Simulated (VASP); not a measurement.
# C in VASP: notebook, part 2 of 2

VASP 6.6.1. Earlier steps stand in the parts before.

## Step 4: Single point, LDA

This run uses another cell than the first one.

Contents of INCAR:

```
ALGO = Normal
DIPOL = 0.5 0.5 0.500
EDIFF = 1E-6
ENCUT = 520
IDIPOL = 3
ISIF = 2
ISMEAR = -1
LASPH = True
LCHARG = False
LDIPOL = True
LREAL = False
LWAVE = False
NBANDS = 16
NELM = 80
PREC = Accurate
SIGMA = 0.02
```

Contents of KPOINTS:

```
k-points
0
Gamma
  10 7 1
```

Contents of POSCAR:

```
C
1.0
    2.4973051744      0.0000000000      0.0000000000
    0.0000000000      3.5317228470      0.0000000000
    0.0000000000      0.0000000000     17.2487000000
C
4
Direct
    0.0000000000      0.3750000000      0.4638044436
    0.5000000000      0.1250000000      0.4638044436
    0.5000000000      0.8750000000      0.5361955564
    0.0000000000      0.6250000000      0.5361955564
```

Potentials or basis: VASP PAW LDA potentials, release 64 (C).

Command:

```bash
> cat potpaw_LDA.64/C/POTCAR > POTCAR
> mpirun -np 1 vasp_std > vasp.out
```

OUTCAR:

```text
EDIFF = 1E-6
   ENCUT = 520
   ISIF = 2
   ISMEAR = -1
   LASPH = True
   LREAL = False
   NELM = 80
   PREC = Accurate

 ion  position               nearest neighbor table
   1  0.000  0.375  0.464-   2 1.53   2 1.53   4 1.53
   2  0.500  0.125  0.464-   1 1.53   1 1.53   3 1.53
   3  0.500  0.875  0.536-   4 1.53   4 1.53   2 1.53
   4  0.000  0.625  0.536-   3 1.53   3 1.53   1 1.53

  LATTYP: Found a simple orthorhombic cell.
 ALAT       =     2.4973051744
 B/A-ratio  =     1.4142135624
 C/A-ratio  =     6.9069251835

  Lattice vectors:

 A1 = (   2.4973051744,   0.0000000000,   0.0000000000)
 A2 = (   0.0000000000,   3.5317228470,   0.0000000000)
 A3 = (   0.0000000000,   0.0000000000,  17.2487000000)

Analysis of symmetry for initial positions (statically):
=====================================================================
 Subroutine PRICEL returns:
 Original cell was already a primitive cell.

 Routine SETGRP: Setting up the symmetry group for a
 simple orthorhombic supercell.

 Subroutine GETGRP returns: Found  8 space group operations
 (whereof  4 operations were pure point group operations)
 out of a pool of  8 trial point group operations.

The static configuration has the point symmetry C_2h.
 The point group associated with its full space group is D_2h.

Analysis of symmetry for dynamics (positions and initial velocities):
=====================================================================
 Subroutine PRICEL returns:
 Original cell was already a primitive cell.

 Routine SETGRP: Setting up the symmetry group for a
 simple orthorhombic supercell.

 Subroutine GETGRP returns: Found  8 space group operations
 (whereof  4 operations were pure point group operations)
 out of a pool of  8 trial point group operations.

The dynamic configuration has the point symmetry C_2h.
 The point group associated with its full space group is D_2h.

 Subroutine INISYM returns: Found  8 space group operations
 (whereof  4 operations are pure point group operations),
[... 127 lines left out ...]
   IVDW    =     0    specifies the selected vdW correction
   LEPSILON=     F    determine dielectric tensor
   LRPA    =     F    only Hartree local field effects (RPA)
 non-spin polarized calculation
  energy-cutoff  :      520.00
  volume of cell :      152.13
 maximum number of plane-waves:      4130
 NGX is ok and might be reduce to    20
   NGX =  9   NGY = 13   NGZ = 65

 dipolmoment           0.000000      0.000000     -0.000000 electrons x Angstroem

 number of electron      16.0000002 magnetization

 dipolmoment           0.000000      0.000000      0.000000 electrons x Angstroem

 Free energy of the ion-electron system (eV)
  ---------------------------------------------------
  ext. energy  EPLUGINS =         0.00000000
  ---------------------------------------------------
  free energy    TOTEN  =       -33.79959643 eV

  energy without entropy =      -33.79950727  energy(sigma->0) =      -33.79955185

 E-fermi :  -3.3618     XC(G=0):  -3.1803

 val. band max:       -3.4778993612   @ k =   0.2000   0.4286   0.0000
 cond. band min:      -3.2593193766   @ k =   0.4000   0.0000   0.0000
 fundamental gap:      0.2185799846
 Fermi energy:        -3.3617887789

 k-point     1 :       0.0000    0.0000    0.0000
  band No.  band energies     occupation
      1     -21.8051      2.00000
      2     -16.4510      2.00000
      3     -12.5945      2.00000
      4      -9.4433      2.00000
      5      -8.6181      2.00000
      6      -7.5986      2.00000
[... 433 lines left out ...]
      3     -14.5735      2.00000
      4     -14.5735      2.00000
      5      -8.5846      2.00000
      6      -8.5846      2.00000
[... 8 lines left out ...]
     15       8.3637      0.00000
     16       8.3637      0.00000

------------------------ aborting loop because EDIFF is reached ----------------------------------------

 vacuum level on the upper side and lower side of the slab       (xc-potential included)        -0.117        -0.117

  FORCE on cell =-STRESS in cart. coord.  units (eV):
  Direction    XX          YY          ZZ          XY          YZ          ZX
  --------------------------------------------------------------------------------------
  -------------------------------------------------------------------------------------
  Total        0.2382257     -5.9487380     -8.4222884      0.0000000      0.0000000      0.0000000
  in kB        2.5089077    -62.6499636    -88.7005044      0.0000000      0.0000000      0.0000000
  external PRESSURE =     -49.6138534 kB  Pullay stress =       0.0000000 kB

 VOLUME and BASIS-vectors are now :
 -----------------------------------------------------------------------------
  energy-cutoff  :      520.00
  volume of cell :      152.13
      direct lattice vectors                 reciprocal lattice vectors
     2.497305174  0.000000000  0.000000000     0.400431637  0.000000000  0.000000000
     0.000000000  3.531722847  0.000000000     0.000000000  0.283147926  0.000000000
     0.000000000  0.000000000 17.248700000     0.000000000  0.000000000  0.057975384

 POSITION                                       TOTAL-FORCE (eV/Angst)
 -----------------------------------------------------------------------------------
      0.00000      1.32440      8.00002         0.000000     -3.214856      3.360808
      1.24865      0.44147      8.00002         0.000000      3.214856      3.360808
      1.24865      3.09026      9.24868         0.000000     -3.214856     -3.360808
      0.00000      2.20733      9.24868         0.000000      3.214856     -3.360808
 -----------------------------------------------------------------------------------
    total drift:                                0.000000      0.000000      0.000000

  FREE ENERGIE OF THE ION-ELECTRON SYSTEM (eV)
  ---------------------------------------------------
  free  energy   TOTEN  =       -33.7995964334 eV

  energy  without entropy=      -33.7995072684  energy(sigma->0) =      -33.79955185

 vacuum level on the upper side and lower side of the slab         2.170         2.170
```

stdout:

```text
POSCAR found type information on POSCAR C
 POSCAR found :  1 types and       4 ions
 scaLAPACK will be used
 LDA part: xc-table for (Slater(with rela. corr.)+CA(PZ))
 , standard interpolation
 POSCAR, INCAR and KPOINTS ok, starting setup
 FFT: planning ... GRIDC
 FFT: planning ... GRID_SOFT
 FFT: planning ... GRID
 WAVECAR not read
 entering main loop
```

Wall time 44 s (1 thread of Intel Xeon Platinum 8488C (Sapphire Rapids), shared host); peak memory 0.21 GiB.

Results:

| Item | Value |
| --- | --- |
| Free energy | -33.7996 eV |
| Largest force | 4.651 eV/Å |

Forces on the atoms (eV/Å):
```
C    0.000 -3.215  3.361
C    0.000  3.215  3.361
C    0.000 -3.215 -3.361
C    0.000  3.215 -3.361
```
